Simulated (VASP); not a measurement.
# Al32H in VASP: single point with PBE+D3(BJ)

Aim: the single point of Al32H with PBE+D3(BJ).

Program: VASP 6.6.1. These are calculated values, not measurements. Logs are shortened: lines on timing, memory, paths and dates and some standing lists are left out, and cuts for length are marked.

**1. The cell of the first run**

The cell holds a slab with vacuum, 33 atoms: a = 5.629 Å, b = 5.629 Å, c = 33.555 Å, α = 90.00°, β = 90.00°, γ = 120.00°.

**2. Single point, PBE+D3(BJ)**

INCAR reads:

```
SYSTEM = Al32H
PREC = Accurate ; ENCUT = 520
EDIFF = 1E-7 ; ISMEAR = 0
SIGMA = 0.1 ; LREAL = Auto
LASPH = .TRUE. ; NELM = 100
ALGO = Normal ; ISIF = 2
LWAVE = .FALSE. ; LCHARG = .FALSE.
LDIPOL = .TRUE. ; IDIPOL = 3
DIPOL = 0.5 0.5 0.371 ; GGA = PE
IVDW = 12 ; NBANDS = 70
```

KPOINTS reads:

```
regular mesh
0
G
  6 6 1
  0 0 0
```

POSCAR reads:

```
Al32H
1.0
    5.6288445222      0.0000000000      0.0000000000
   -2.8144222611      4.8747223502      0.0000000000
    0.0000000000      0.0000000000     33.5549453352
Al H
32 1
Direct
    0.1666666667      0.3333333333      0.1192074658
    0.1666666667      0.8333333333      0.1192074658
    0.6666666667      0.3333333333      0.1192074658
    0.6666666667      0.8333333333      0.1192074658
    0.0000000000      0.0000000000      0.1880575786
    0.0000000000      0.5000000000      0.1880575786
    0.5000000000      0.0000000000      0.1880575786
    0.5000000000      0.5000000000      0.1880575786
    0.3333333333      0.1666666667      0.2569076914
    0.3333333333      0.6666666667      0.2569076914
    0.8333333333      0.1666666667      0.2569076914
    0.8333333333      0.6666666667      0.2569076914
    0.0000000000      0.0000000000      0.3257578042
    0.0000000000      0.5000000000      0.3257578042
    0.5000000000      0.0000000000      0.3257578042
    0.5000000000      0.5000000000      0.3257578042
    0.1666666667      0.3333333333      0.3941383343
    0.1666666667      0.8333333333      0.3941383343
    0.6666666667      0.3333333333      0.3941383343
    0.6666666667      0.8333333333      0.3941383343
    0.0000000000      0.0000000000      0.4632563468
    0.0000000000      0.5000000000      0.4632563468
    0.5000000000      0.0000000000      0.4632563468
    0.5000000000      0.5000000000      0.4632563468
    0.3333333333      0.1666666667      0.5326957441
    0.3333333333      0.6666666667      0.5326957441
    0.8333333333      0.1666666667      0.5326957441
    0.8333333333      0.6666666667      0.5326957441
    0.0000000000      0.0000000000      0.6036351761
    0.0000000000      0.5000000000      0.6036351761
    0.5000000000      0.0000000000      0.6036351761
    0.5000000000      0.5000000000      0.6036351761
    0.1666666667      0.0833333333      0.7019813354
```

Potentials or basis: VASP PAW PBE potentials, release 64 (Al, H).

Launch:

```bash
> cat potpaw_PBE.64/Al/POTCAR potpaw_PBE.64/H/POTCAR > POTCAR
> mpirun -np 1 vasp_std > vasp.out
```

OUTCAR:

```text
SYSTEM = Al32H
   PREC = Accurate
   ENCUT = 520
   EDIFF = 1E-7
   ISMEAR = 0
   LREAL = Auto
   LASPH = .TRUE.
   NELM = 100
   ISIF = 2
   GGA = PE
   IVDW = 12
 IVDW          = 12

 ion  position               nearest neighbor table
   1  0.167  0.333  0.119-   3 2.81   3 2.81   4 2.81   2 2.81   2 2.81   4 2.81   8 2.82   5 2.82
                             6 2.82
   2  0.167  0.833  0.119-   4 2.81   4 2.81   1 2.81   1 2.81   3 2.81   3 2.81   7 2.82   6 2.82
                             5 2.82
   3  0.667  0.333  0.119-   1 2.81   1 2.81   4 2.81   4 2.81   2 2.81   2 2.81   6 2.82   7 2.82
                             8 2.82
   4  0.667  0.833  0.119-   2 2.81   2 2.81   3 2.81   3 2.81   1 2.81   1 2.81   5 2.82   8 2.82
                             7 2.82
   5  0.000  0.000  0.188-   7 2.81   7 2.81   8 2.81   6 2.81   6 2.81   8 2.81   9 2.82   4 2.82
                            12 2.82   1 2.82   2 2.82  11 2.82
   6  0.000  0.500  0.188-   8 2.81   8 2.81   5 2.81   5 2.81   7 2.81   7 2.81  10 2.82   3 2.82
                            11 2.82   2 2.82  12 2.82   1 2.82
   7  0.500  0.000  0.188-   5 2.81   5 2.81   8 2.81   8 2.81   6 2.81   6 2.81  11 2.82   2 2.82
                             3 2.82  10 2.82   9 2.82   4 2.82
   8  0.500  0.500  0.188-   6 2.81   6 2.81   7 2.81   7 2.81   5 2.81   5 2.81  12 2.82   1 2.82
                             4 2.82   9 2.82   3 2.82  10 2.82
   9  0.333  0.167  0.257-  11 2.81  11 2.81  12 2.81  10 2.81  10 2.81  12 2.81  13 2.82   5 2.82
[... 32 lines left out ...]
                            23 2.84  29 2.88  32 2.88  31 2.88
  26  0.333  0.667  0.533-  28 2.81  28 2.81  25 2.81  25 2.81  27 2.81  27 2.81  22 2.84  23 2.84
                            24 2.84  30 2.88  31 2.88  32 2.88
  27  0.833  0.167  0.533-  25 2.81  25 2.81  28 2.81  28 2.81  26 2.81  26 2.81  23 2.84  22 2.84
                            21 2.84  31 2.88  30 2.88  29 2.88
  28  0.833  0.667  0.533-  26 2.81  26 2.81  27 2.81  27 2.81  25 2.81  25 2.81  24 2.84  21 2.84
                            22 2.84  32 2.88  29 2.88  30 2.88
  29  0.000  0.000  0.604-  31 2.81  31 2.81  32 2.81  30 2.81  30 2.81  32 2.81  25 2.88  28 2.88
                            27 2.88
  30  0.000  0.500  0.604-  32 2.81  32 2.81  29 2.81  29 2.81  31 2.81  31 2.81  26 2.88  27 2.88
                            28 2.88
  31  0.500  0.000  0.604-  29 2.81  29 2.81  32 2.81  32 2.81  30 2.81  30 2.81  27 2.88  26 2.88
                            25 2.88
  32  0.500  0.500  0.604-  30 2.81  30 2.81  31 2.81  31 2.81  29 2.81  29 2.81  28 2.88  25 2.88
                            26 2.88
  33  0.167  0.083  0.702-

  LATTYP: Found a hexagonal cell.
 ALAT       =     5.6288445222
 C/A-ratio  =     5.9612492764

  Lattice vectors:

 A1 = (   5.6288445222,   0.0000000000,   0.0000000000)
 A2 = (  -2.8144222611,   4.8747223502,   0.0000000000)
 A3 = (   0.0000000000,   0.0000000000,  33.5549453352)

Analysis of symmetry for initial positions (statically):
=====================================================================
 Subroutine PRICEL returns:
 Original cell was already a primitive cell.

 Routine SETGRP: Setting up the symmetry group for a
 hexagonal supercell.

 Subroutine GETGRP returns: Found  2 space group operations
 (whereof  2 operations were pure point group operations)
 out of a pool of 24 trial point group operations.

The static configuration has the point symmetry C_1h.

Analysis of symmetry for dynamics (positions and initial velocities):
=====================================================================
 Subroutine PRICEL returns:
 Original cell was already a primitive cell.

 Routine SETGRP: Setting up the symmetry group for a
 hexagonal supercell.

 Subroutine GETGRP returns: Found  2 space group operations
 (whereof  2 operations were pure point group operations)
 out of a pool of 24 trial point group operations.

The dynamic configuration has the point symmetry C_1h.

 Subroutine INISYM returns: Found  2 space group operations
 (whereof  2 operations are pure point group operations),
 and found     1 'primitive' translations

----------------------------------------------------------------------------------------

                                     Primitive cell

  volume of cell :     920.7160

  direct lattice vectors                    reciprocal lattice vectors
     5.628844522  0.000000000  0.000000000     0.177656355  0.102569944  0.000000000
    -2.814422261  4.874722350  0.000000000     0.000000000  0.205139889  0.000000000
[... 98 lines left out ...]
 ===========================================

 Found     13 irreducible k-points:

 Following reciprocal coordinates:
            Coordinates               Weight
  0.000000  0.000000  0.000000      1.000000
  0.166667  0.000000  0.000000      2.000000
  0.000000  0.166667  0.000000      4.000000
  0.333333  0.000000  0.000000      2.000000
  0.000000  0.333333  0.000000      4.000000
  0.500000  0.000000  0.000000      1.000000
  0.000000  0.500000  0.000000      2.000000
  0.166667  0.166667  0.000000      4.000000
 -0.166667  0.333333  0.000000      2.000000
  0.333333  0.166667  0.000000      4.000000
 -0.166667  0.500000  0.000000      4.000000
  0.500000  0.333333  0.000000      4.000000
  0.333333  0.333333  0.000000      2.000000
   k-points           NKPTS =     13   k-points in BZ     NKDIM =     13   number of bands    NBANDS=     70
   number of dos      NEDOS =    301   number of ions     NIONS =     33
   total plane-waves  NPLWV = 441000
   dimension x,y,z NGX =    42 NGY =   42 NGZ =  250
   dimension x,y,z NGXF=    84 NGYF=   84 NGZF=  500
   ions per type =              32   1
   NGX,Y,Z   is equivalent  to a cutoff of  12.40, 12.40, 12.39 a.u.
   NGXF,Y,Z  is equivalent  to a cutoff of  24.81, 24.81, 24.77 a.u.
 SYSTEM =  Al32H
   PREC   = accura    normal or accurate (medium, high low for compatibility)
   ISTART =      0    job   : 0-new  1-cont  2-samecut
   ICHARG =      2    charge: 1-file 2-atom 10-const
   ISPIN  =      1    spin polarized calculation?
   LNONCOLLINEAR =      F non collinear calculations
   LSORBIT =      F    spin-orbit coupling
   LASPH  =      T    aspherical Exc in radial PAW
   ENCUT  =  520.0 eV  38.22 Ry    6.18 a.u.  10.47 10.47 62.39*2*pi/ulx,y,z
   NELM   =    100;   NELMIN=  2; NELMDL= -5     # of ELM steps
   EDIFF  = 0.1E-06   stopping-criterion for ELM
   LREAL  =      T    real-space projection
   EDIFFG = 0.1E-05   stopping-criterion for IOM
   NSW    =      0    number of steps for IOM
   IBRION =     -1    ionic relax: 0-MD 1-quasi-New 2-CG
   NFREE  =      0    steps in history (QN), initial steepest desc. (CG)
   ISIF   =      2    stress and relaxation
   ISYM   =      2    0-nonsym 1-usesym 2-fastsym
   POTIM  = 0.5000    time-step for ionic-motion
   TEBEG  =    0.0;   TEEND  =   0.0 temperature during run
   PSTRESS=    0.0 pullay stress
   NELECT =      97.0000    total number of electrons
   NUPDOWN=      -1.0000    fix difference up-down
   EMIN   =  10.00;   EMAX   =-10.00  energy-range for DOS
   EFERMI =   0.00;   METHOD = LEGACY
   ISMEAR =     0;   SIGMA  =   0.10  broadening in eV -4-tet -1-fermi 0-gaus
   EFERMI_NEDOS =   21; number of points for ismear=-14 and -15
   IALGO  =     38    algorithm
   IMIX   =      4    mixing-type and parameters
     AMIX     =   0.40;   BMIX     =  1.00
     AMIX_MAG =   1.60;   BMIX_MAG =  1.00
  volume/ion in A,a.u.               =      27.90       188.28
  Fermi-wavevector in a.u.,A,eV,Ry     =   0.773197  1.461131  8.134021  0.597834
  Thomas-Fermi vector in A             =   1.874990
   LORBIT       =      0    0 simple, 1 ext, 2 COOP (PROOUT), +10 PAW based schemes
   GGA     = PE    functional components
   LHFCALC =     F    Hartree Fock is set to
   AEXX    =    0.0000 exact exchange contribution
   IVDW    =    12    specifies the selected vdW correction
   LEPSILON=     F    determine dielectric tensor
   LRPA    =     F    only Hartree local field effects (RPA)
 non-spin polarized calculation
 Gauss-broadening in eV      SIGMA  =   0.10
  energy-cutoff  :      520.00
  volume of cell :      920.72
 maximum number of plane-waves:     24893
 NGX is ok and might be reduce to    42
   NGX = 21   NGY = 21   NGZ =125

 dipolmoment           0.000000      0.000000     -1.009331 electrons x Angstroem

 number of electron      97.0000000 magnetization

 dipolmoment           0.000000      0.000000      0.311158 electrons x Angstroem

 Free energy of the ion-electron system (eV)
  ---------------------------------------------------
  ext. energy  EPLUGINS =         0.00000000
  ---------------------------------------------------
  free energy    TOTEN  =      -117.38143775 eV

  energy without entropy =     -117.32459654  energy(sigma->0) =     -117.35301715

 E-fermi :   2.4179     XC(G=0):  -6.4354

 val. band max:        2.4119434017   @ k =   0.0000   0.1667   0.0000
 cond. band min:       2.4243754339   @ k =   0.1667   0.0000   0.0000
 fundamental gap:      0.0124320321
 Fermi energy:         2.4179166852

 k-point     1 :       0.0000    0.0000    0.0000
  band No.  band energies     occupation
      1      -8.8142      2.00000
      2      -8.4971      2.00000
      3      -8.0151      2.00000
      4      -7.3348      2.00000
      5      -6.5029      2.00000
      6      -5.4900      2.00000
[... 808 lines left out ...]
     59       5.0663      0.00000
     60       5.1048      0.00000
 [bands above 60 left out]

------------------------ aborting loop because EDIFF is reached ----------------------------------------

 vacuum level on the upper side and lower side of the slab       (xc-potential included)         0.896        -1.115

 Edisp (eV)   -9.82155

 E8    (eV) :    -4.4588

  FORCE on cell =-STRESS in cart. coord.  units (eV):
  Direction    XX          YY          ZZ          XY          YZ          ZX
  --------------------------------------------------------------------------------------
  -------------------------------------------------------------------------------------
  Total      -4.21935    -4.24403    -2.31274     0.02137    -0.06037    -0.10456
  in kB      -7.34228    -7.38521    -4.02450     0.03718    -0.10505    -0.18195
  external pressure =       -6.25 kB  Pullay stress =        0.00 kB

 VOLUME and BASIS-vectors are now :
 -----------------------------------------------------------------------------
  energy-cutoff  :      520.00
  volume of cell :      920.72
      direct lattice vectors                 reciprocal lattice vectors
     5.628844522  0.000000000  0.000000000     0.177656355  0.102569944  0.000000000
    -2.814422261  4.874722350  0.000000000     0.000000000  0.205139889  0.000000000
     0.000000000  0.000000000 33.554945335     0.000000000  0.000000000  0.029801866

 POSITION                                       TOTAL-FORCE (eV/Angst)
 -----------------------------------------------------------------------------------
      0.00000      1.62491      4.00000        -0.005400      0.007346     -0.091599
     -1.40721      4.06227      4.00000         0.003662     -0.008349     -0.091599
      2.81442      1.62491      4.00000         0.004562      0.002634     -0.094628
      1.40721      4.06227      4.00000        -0.002676     -0.001545     -0.097332
      0.00000      0.00000      6.31026        -0.001036     -0.000598      0.084582
     -1.40721      2.43736      6.31026         0.000595      0.000344      0.077360
[... 25 lines left out ...]
      1.40721      2.43736     20.25495        -0.007157     -0.016543      0.116073
      0.70361      0.40623     23.55495        -0.033105     -0.019113     -0.751996
 -----------------------------------------------------------------------------------
    total drift:                               -0.000031     -0.000018      0.016985

  FREE ENERGIE OF THE ION-ELECTRON SYSTEM (eV)
  ---------------------------------------------------
  free  energy   TOTEN  =      -127.2029878172 eV

  energy  without entropy=     -127.1461466064  energy(sigma->0) =     -127.17456721

 vacuum level on the upper side and lower side of the slab         8.483         6.443
```

Run time: 35 min. Hardware: 1 thread of Intel Xeon 6975P-C (Granite Rapids), shared host; peak memory 1.1 GiB.

Results:

```
Free energy                : -127.2030 eV
Largest force              : 0.753 eV/Å
Band gap on the k mesh     : zero (an odd number of electrons rules out a gap without spin polarisation)
Dispersion energy per atom : -0.298 eV
```

Forces in eV/Å, atoms in the order of the input:
```
Al  -0.005  0.007 -0.092
Al   0.004 -0.008 -0.092
Al   0.005  0.003 -0.095
Al  -0.003 -0.002 -0.097
Al  -0.001 -0.001  0.085
Al   0.001  0.000  0.077
Al   0.001  0.002  0.080
Al   0.002  0.000  0.080
Al  -0.002 -0.001  0.023
Al   0.001  0.001  0.010
Al   0.001 -0.004  0.009
Al  -0.003  0.003  0.009
Al   0.008  0.005  0.014
Al  -0.002 -0.001 -0.001
Al  -0.009  0.007  0.001
Al   0.002 -0.011  0.001
Al   0.007 -0.015  0.016
Al  -0.009  0.013  0.016
Al  -0.007 -0.004  0.032
Al   0.009  0.005  0.024
Al   0.015  0.009 -0.027
Al  -0.010 -0.006  0.006
Al  -0.016  0.015  0.009
Al   0.005 -0.022  0.009
Al  -0.013 -0.007 -0.012
Al  -0.001 -0.001 -0.046
Al   0.008  0.008 -0.033
Al   0.011  0.002 -0.033
Al   0.061  0.035  0.500
Al  -0.002 -0.001  0.045
Al  -0.018  0.002  0.116
Al  -0.007 -0.017  0.116
H   -0.033 -0.019 -0.752
```
